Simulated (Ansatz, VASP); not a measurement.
Two plane-wave programs on C

File INCAR:

```
SYSTEM = C
ALGO = Normal
EDIFF = 1E-7
ENCUT = 520
GGA = PS
ISIF = 2
ISMEAR = 0
LASPH = .TRUE.
LCHARG = .FALSE.
LREAL = .FALSE.
LWAVE = .FALSE.
NBANDS = 16
NELM = 100
PREC = Accurate
SIGMA = 0.15
```

Contents of KPOINTS:

```
k-points
0
G
  18 18 6
  0 0 0
```

The input POSCAR:

```
C
1.0
    2.4587330167      0.0000000000      0.0000000000
   -1.2293665084      2.1293252536      0.0000000000
    0.0000000000      0.0000000000      7.2458067263
C
4
Direct
    0.1000223778      0.2000447555      0.0025000000
   -0.1000223778     -0.2000447555      0.5025000000
    0.4333650216      0.8667300432      0.0025000000
    0.5666349784      0.1332699568      0.5025000000
```

Input for Ansatz:

```yaml
crystal:
  lattice:
    - [2.4587330167, 0.0, 0.0]
    - [-1.2293665084, 2.1293252536, 0.0]
    - [0.0, 0.0, 7.2458067263]
  atoms:
    - { symbol: C, position: [0.1000223778, 0.2000447555, 0.0025] }
    - { symbol: C, position: [-0.1000223778, -0.2000447555, 0.5025] }
    - { symbol: C, position: [0.4333650216, 0.8667300432, 0.0025] }
    - { symbol: C, position: [0.5666349784, 0.1332699568, 0.5025] }
basis:
  ecutwfc: 520.0
kpoints:
  mp_grid: { grid: [18, 18, 6] }
hamiltonian:
  xc: pbesol
  pseudopotentials: { kind: paw, azcp: { folder: soft_1 } }
scf:
  occupations: { method: gaussian, width: 0.15 }
output:
  forces: true
  stress: true
  eigenvalues: true
```

Change from the starting cell: mode 4 frozen in at -0.000 Å and mode 5 at +0.426 Å (largest displacements).

Alike in both runs: task single point; functional PBEsol; k mesh 18 × 18 × 6; occupations gaussian, width 0.15 eV; no spin polarisation.

```csv
,VASP,Ansatz
version,VASP 6.6.1,Ansatz 0.2.0
potentials or method,"VASP PAW PBE potentials, release 64 (C), cutoff 520 eV","scalar-relativistic, plane waves, PAW"
valence electrons in the cell,16,16
```

```tsv
	VASP	Ansatz	Ansatz less VASP
gap on the k mesh at the Fermi level (eV)	none	none	-
least direct gap on the mesh (eV)	0.00	0.00	0.000
pressure (GPa)	0.7	0.0	-0.68
traceless stress, the component that is largest in VASP (GPa)	-0.64	0.11	+0.748
```

VASP's potentials were made for PBE, not for PBEsol, and Ansatz warns of the same on its side. A gap of «none» marks a metal or a gap that the smearing closes. With one functional, cell and mesh, what is left measures potentials, basis and numerics.

A gap of «none» marks a metal or a gap under the smearing width.
